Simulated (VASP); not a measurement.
# H6C2O in VASP: notebook

The runs below take H6C2O through single point, with LDA.

Everything below comes from runs of VASP 6.6.1. Logs are shortened: lines on timing, memory, paths and dates and some standing lists are left out, and cuts for length are marked.

**1. The cell of the first run**

The cell holds an amorphous packing of atoms, 36 atoms: a = 7.529 Å, b = 7.529 Å, c = 7.529 Å, α = 90.00°, β = 90.00°, γ = 90.00°.

**2. Single point, LDA**

Contents of INCAR:

```
PREC = Accurate
ENCUT = 520
EDIFF = 1E-6
ISMEAR = -1
SIGMA = 0.02
LREAL = Auto
LASPH = T
NELM = 80
ALGO = Normal
ISIF = 2
LWAVE = F
LCHARG = F
GGA = CA
NBANDS = 64
```

Contents of KPOINTS:

```
Automatic mesh
0
Gamma
  1 1 1
```

Contents of POSCAR:

```
H6C2O
1.0
    7.5290720000      0.0000000000      0.0000000000
    0.0000000000      7.5290720000      0.0000000000
    0.0000000000      0.0000000000      7.5290720000
C O H
8 4 24
Direct
    0.9965371562      0.5609854707      0.7260522944
    0.8430919508      0.4702305942      0.8189588305
   -0.1360592647      0.4617966198      0.2501237868
    0.0366047768      0.5439581399      0.2248484275
    0.4132780242      0.1658106072      0.9832420250
    0.3213543449      0.0601136501      0.8414184378
    0.7146166221     -0.1423150157      0.3660079224
    0.6503457531      0.0410010689      0.3912832817
    0.7129696728      0.4006735491      0.7070459679
    0.1321544010      0.4486210253      0.0960543345
    0.1302550965      0.0636864676      0.8712361895
    0.6415664507      0.0844592800      0.5715445409
    0.6138472311      0.3646398919      0.7825798452
    0.9046267588      0.3625944871      0.9039626663
    0.7656056417      0.5696186728      0.9079073756
    1.0699326557      0.6184161873      0.8334626100
    1.0720179061      0.4852125202      0.6257876137
    0.9349093753      0.6709193377      0.6545693812
    0.1493145503      0.3349815223      0.1428861352
    0.0457426891      0.6717295305      0.1616401065
    0.1214625122      0.5516217669      0.3533370381
   -0.2231085053      0.5250182227      0.3433756511
   -0.1913516035      0.4437465866      0.1262705417
   -0.1076759526      0.3246216798      0.2976462438
    0.0808997444      0.1813238072      0.9064729358
    0.3437342610      0.1063344858      0.6962611063
    0.3566707823     -0.0781504015      0.8539697854
    0.5507318830      0.1416774869      0.9940401686
    0.3803390378      0.3129070887      0.9726962367
    0.3528190460      0.1243181099      1.1168175839
    0.6923163970      0.1958939960      0.6117619808
    0.7472368441      0.1146223598      0.2990408380
    0.5151498086      0.0598081676      0.3358182788
    0.6088532558     -0.2271993149      0.2867949729
    0.8385628401     -0.1529537770      0.3039418404
    0.7306212505     -0.2107563854      0.4942176141
```

Potentials or basis: VASP PAW LDA potentials, release 64 (C, O, H).

On the command line:

```
$ cat potpaw_LDA.64/C/POTCAR potpaw_LDA.64/O/POTCAR potpaw_LDA.64/H/POTCAR > POTCAR
$ mpirun -np 1 vasp_gam > vasp.out
```

OUTCAR:

```text
PREC = Accurate
   ENCUT = 520
   EDIFF = 1E-6
   ISMEAR = -1
   LREAL = Auto
   LASPH = T
   NELM = 80
   ISIF = 2
   GGA = CA

 ion  position               nearest neighbor table
   1  0.997  0.561  0.726-  16 1.07  18 1.09  17 1.10   2 1.51
   2  0.843  0.470  0.819-  14 1.13  15 1.16   9 1.39   1 1.51
   3  0.864  0.462  0.250-  23 1.03  22 1.07  24 1.11   4 1.45
   4  0.037  0.544  0.225-  20 1.08  21 1.16  10 1.40   3 1.45
   5  0.413  0.166  0.983-  28 1.05  29 1.14  30 1.15   6 1.50
   6  0.321  0.060  0.841-  27 1.08  26 1.16  11 1.46   5 1.50
   7  0.715  0.858  0.366-  35 1.05  36 1.10  34 1.18   8 1.47
   8  0.650  0.041  0.391-  33 1.11  32 1.15  12 1.40   7 1.47
   9  0.713  0.401  0.707-  13 0.98   2 1.39
  10  0.132  0.449  0.096-  19 0.93   4 1.40
  11  0.130  0.064  0.871-  25 1.00   6 1.46
  12  0.642  0.084  0.572-  31 0.97   8 1.40
  13  0.614  0.365  0.783-   9 0.98
  14  0.905  0.363  0.904-   2 1.13
  15  0.766  0.570  0.908-   2 1.16
  16  0.070  0.618  0.833-   1 1.07
  17  0.072  0.485  0.626-   1 1.10
  18  0.935  0.671  0.655-   1 1.09
[... 16 lines left out ...]
  35  0.839  0.847  0.304-   7 1.05
  36  0.731  0.789  0.494-   7 1.10

  LATTYP: Found a simple cubic cell.
 ALAT       =     7.5290720000

  Lattice vectors:

 A1 = (   7.5290720000,   0.0000000000,   0.0000000000)
 A2 = (   0.0000000000,   7.5290720000,   0.0000000000)
 A3 = (   0.0000000000,   0.0000000000,   7.5290720000)

Analysis of symmetry for initial positions (statically):
=====================================================================
 Subroutine PRICEL returns:
 Original cell was already a primitive cell.

 Routine SETGRP: Setting up the symmetry group for a
 simple cubic supercell.

 Subroutine GETGRP returns: Found  1 space group operations
 (whereof  1 operations were pure point group operations)
 out of a pool of 48 trial point group operations.

The static configuration has the point symmetry C_1 .

Analysis of symmetry for dynamics (positions and initial velocities):
=====================================================================
 Subroutine PRICEL returns:
 Original cell was already a primitive cell.

 Routine SETGRP: Setting up the symmetry group for a
 simple cubic supercell.

 Subroutine GETGRP returns: Found  1 space group operations
 (whereof  1 operations were pure point group operations)
 out of a pool of 48 trial point group operations.

The dynamic configuration has the point symmetry C_1 .

 Subroutine INISYM returns: Found  1 space group operations
 (whereof  1 operations are pure point group operations),
 and found     1 'primitive' translations

----------------------------------------------------------------------------------------

                                     Primitive cell

  volume of cell :     426.7999

  direct lattice vectors                    reciprocal lattice vectors
     7.529072000  0.000000000  0.000000000     0.132818493  0.000000000  0.000000000
     0.000000000  7.529072000  0.000000000     0.000000000  0.132818493  0.000000000
     0.000000000  0.000000000  7.529072000     0.000000000  0.000000000  0.132818493

  length of vectors
     7.529072000  7.529072000  7.529072000     0.132818493  0.132818493  0.132818493

  position of ions in fractional coordinates (direct lattice)
     0.996537156  0.560985471  0.726052294
     0.843091951  0.470230594  0.818958831
     0.863940735  0.461796620  0.250123787
     0.036604777  0.543958140  0.224848427
     0.413278024  0.165810607  0.983242025
     0.321354345  0.060113650  0.841418438
[... 28 lines left out ...]
     0.838562840  0.847046223  0.303941840
     0.730621251  0.789243615  0.494217614

  ion indices of the primitive-cell ions
   primitive index   ion index
                 1           1
                 2           2
                 3           3
                 4           4
                 5           5
                 6           6
[... 28 lines left out ...]
                35          35
                36          36

----------------------------------------------------------------------------------------

 KPOINTS: Automatic mesh

Automatic generation of k-mesh.
 Grid dimensions read from file:
 generate k-points for:    1    1    1

 Generating k-lattice:

  Cartesian coordinates                     Fractional coordinates (reciprocal lattice)
     0.132818493  0.000000000  0.000000000     1.000000000  0.000000000  0.000000000
     0.000000000  0.132818493  0.000000000     0.000000000  1.000000000  0.000000000
     0.000000000  0.000000000  0.132818493     0.000000000  0.000000000  1.000000000

  Length of vectors
     0.132818493  0.132818493  0.132818493

  Shift w.r.t. Gamma in fractional coordinates (k-lattice)
     0.000000000  0.000000000  0.000000000

 Subroutine IBZKPT returns following result:
 ===========================================

 Found      1 irreducible k-points:

 Following reciprocal coordinates:
            Coordinates               Weight
  0.000000  0.000000  0.000000      1.000000
   k-points           NKPTS =      1   k-points in BZ     NKDIM =      1   number of bands    NBANDS=     64
   number of dos      NEDOS =    301   number of ions     NIONS =     36
   total plane-waves  NPLWV = 175616
   dimension x,y,z NGX =    56 NGY =   56 NGZ =   56
   dimension x,y,z NGXF=   112 NGYF=  112 NGZF=  112
   ions per type =               8   4  24
   NGX,Y,Z   is equivalent  to a cutoff of  12.37, 12.37, 12.37 a.u.
   NGXF,Y,Z  is equivalent  to a cutoff of  24.73, 24.73, 24.73 a.u.
 SYSTEM =  unknown system
   PREC   = accura    normal or accurate (medium, high low for compatibility)
   ISTART =      0    job   : 0-new  1-cont  2-samecut
   ICHARG =      2    charge: 1-file 2-atom 10-const
   ISPIN  =      1    spin polarized calculation?
   LNONCOLLINEAR =      F non collinear calculations
   LSORBIT =      F    spin-orbit coupling
   LASPH  =      T    aspherical Exc in radial PAW
   ENCUT  =  520.0 eV  38.22 Ry    6.18 a.u.  14.00 14.00 14.00*2*pi/ulx,y,z
   NELM   =     80;   NELMIN=  2; NELMDL= -5     # of ELM steps
   EDIFF  = 0.1E-05   stopping-criterion for ELM
   LREAL  =      T    real-space projection
   EDIFFG = 0.1E-04   stopping-criterion for IOM
   NSW    =      0    number of steps for IOM
   IBRION =     -1    ionic relax: 0-MD 1-quasi-New 2-CG
   NFREE  =      0    steps in history (QN), initial steepest desc. (CG)
   ISIF   =      2    stress and relaxation
   ISYM   =      2    0-nonsym 1-usesym 2-fastsym
   POTIM  = 0.5000    time-step for ionic-motion
   TEBEG  =    0.0;   TEEND  =   0.0 temperature during run
   PSTRESS=    0.0 pullay stress
   NELECT =      80.0000    total number of electrons
   NUPDOWN=      -1.0000    fix difference up-down
   EMIN   =  10.00;   EMAX   =-10.00  energy-range for DOS
   EFERMI =   0.00;   METHOD = LEGACY
   ISMEAR =    -1;   SIGMA  =   0.02  broadening in eV -4-tet -1-fermi 0-gaus
   EFERMI_NEDOS =   21; number of points for ismear=-14 and -15
   IALGO  =     38    algorithm
   IMIX   =      4    mixing-type and parameters
     AMIX     =   0.40;   BMIX     =  1.00
     AMIX_MAG =   1.60;   BMIX_MAG =  1.00
  volume/ion in A,a.u.               =      11.86        80.01
  Fermi-wavevector in a.u.,A,eV,Ry     =   0.936907  1.770498 11.943135  0.877796
  Thomas-Fermi vector in A             =   2.063965
   LORBIT       =      0    0 simple, 1 ext, 2 COOP (PROOUT), +10 PAW based schemes
   GGA     = CA    functional components
   LHFCALC =     F    Hartree Fock is set to
   AEXX    =    0.0000 exact exchange contribution
   IVDW    =     0    specifies the selected vdW correction
   LEPSILON=     F    determine dielectric tensor
   LRPA    =     F    only Hartree local field effects (RPA)
 non-spin polarized calculation
  energy-cutoff  :      520.00
  volume of cell :      426.80
 maximum number of plane-waves:      5730
 NGX is ok and might be reduce to    54
   NGX = 27   NGY = 27   NGZ = 27

 number of electron      79.9999995 magnetization

 Free energy of the ion-electron system (eV)
  ---------------------------------------------------
  ext. energy  EPLUGINS =         0.00000000
  ---------------------------------------------------
  free energy    TOTEN  =      -196.70383642 eV

  energy without entropy =     -196.70383642  energy(sigma->0) =     -196.70383642

 E-fermi :  -2.5415     XC(G=0):  -6.4190

 val. band max:       -3.0747830973   @ k =   0.0000   0.0000   0.0000
 cond. band min:       1.0823042251   @ k =   0.0000   0.0000   0.0000
 fundamental gap:      4.1570873224
 Fermi energy:        -2.5415316167

 k-point     1 :       0.0000    0.0000    0.0000
  band No.  band energies     occupation
      1     -23.5484      2.00000
      2     -23.4531      2.00000
      3     -22.1234      2.00000
      4     -21.9887      2.00000
      5     -16.1873      2.00000
      6     -15.8729      2.00000
[... 44 lines left out ...]
     51       4.3535      0.00000
     52       4.5024      0.00000
 [bands above 52 left out]

------------------------ aborting loop because EDIFF is reached ----------------------------------------

  FORCE on cell =-STRESS in cart. coord.  units (eV):
  Direction    XX          YY          ZZ          XY          YZ          ZX
  --------------------------------------------------------------------------------------
  -------------------------------------------------------------------------------------
  Total        1.6858395      6.8173179      0.1598081      0.3164290      0.4955223      2.0422036
  in kB        6.3285245     25.5917379      0.5999085      1.1878524      1.8601565      7.6662903
  external PRESSURE =      10.8400570 kB  Pullay stress =       0.0000000 kB

 VOLUME and BASIS-vectors are now :
 -----------------------------------------------------------------------------
  energy-cutoff  :      520.00
  volume of cell :      426.80
      direct lattice vectors                 reciprocal lattice vectors
     7.529072000  0.000000000  0.000000000     0.132818493  0.000000000  0.000000000
     0.000000000  7.529072000  0.000000000     0.000000000  0.132818493  0.000000000
     0.000000000  0.000000000  7.529072000     0.000000000  0.000000000  0.132818493

 POSITION                                       TOTAL-FORCE (eV/Angst)
 -----------------------------------------------------------------------------------
      7.50300      4.22370      5.46650        -2.031614      0.052214     -0.498733
      6.34770      3.54040      6.16600         0.451020      0.247144      1.070837
      6.50467      3.47690      1.88320         0.878209     -0.952091      1.986186
      0.27560      4.09550      1.69290         2.237840      0.519538      1.048311
      3.11160      1.24840      7.40290        -2.358557      0.908559      0.584269
      2.41950      0.45260      6.33510        -1.597541      1.550258     -0.784029
[... 28 lines left out ...]
      6.31360      6.37747      2.28840         1.660271     -0.076382     -1.085366
      5.50090      5.94227      3.72100        -0.213860     -0.001861      0.209192
 -----------------------------------------------------------------------------------
    total drift:                                0.014195      0.031935     -0.008520

  FREE ENERGIE OF THE ION-ELECTRON SYSTEM (eV)
  ---------------------------------------------------
  free  energy   TOTEN  =      -196.7038364220 eV

  energy  without entropy=     -196.7038364220  energy(sigma->0) =     -196.70383642
```

It took 35 s on 1 thread of AMD EPYC 7R13 (Zen 3), shared host; peak memory 0.27 GiB.

What came out:

| Property | Result |
| --- | --- |
| Free energy | -196.7038 eV |
| Pressure | 1.1 GPa |
| Largest force | 3.852 eV/Å |
| Band gap on the k mesh | 4.16 eV |

Forces in eV/Å, atoms in the order of the input:
```
C   -2.032  0.052 -0.499
C    0.451  0.247  1.071
C    0.878 -0.952  1.986
C    2.238  0.520  1.048
C   -2.359  0.909  0.584
C   -1.598  1.550 -0.784
C   -2.963 -2.461  0.014
C    0.377  0.990 -0.768
O   -0.291 -0.462 -0.905
O    0.395  1.044 -1.132
O    0.130 -0.031  0.181
O   -0.143 -0.933  0.009
H   -0.284 -0.016 -0.016
H   -0.544  0.375 -0.112
H    1.253 -0.663 -0.465
H    1.104  0.250  0.418
H    0.017 -0.328  0.487
H    0.066  0.544 -0.395
H    0.593 -2.447  0.714
H   -0.750  1.350  0.163
H   -0.877  0.053 -0.950
H   -0.584  0.383  0.604
H   -1.510 -0.132 -2.101
H   -0.257  0.078  0.280
H    0.782 -0.403 -0.388
H    0.319 -0.384  1.417
H    0.201 -0.763 -0.181
H    1.729 -0.167 -0.012
H    0.388 -0.736 -0.037
H    0.489  0.174 -0.863
H    0.609  1.038 -0.281
H   -0.846  0.523  1.142
H    0.106 -0.025 -0.192
H    1.464  0.900  0.838
H    1.660 -0.076 -1.085
H   -0.214 -0.002  0.209
```

Stress tensor (GPa, compression positive):
```
0.63 0.12 0.77
0.12 2.56 0.19
0.77 0.19 0.06
```

Caveat: the k points lie up to 0.83 Å⁻¹ apart.

(Part 1 of 2 ends here.)
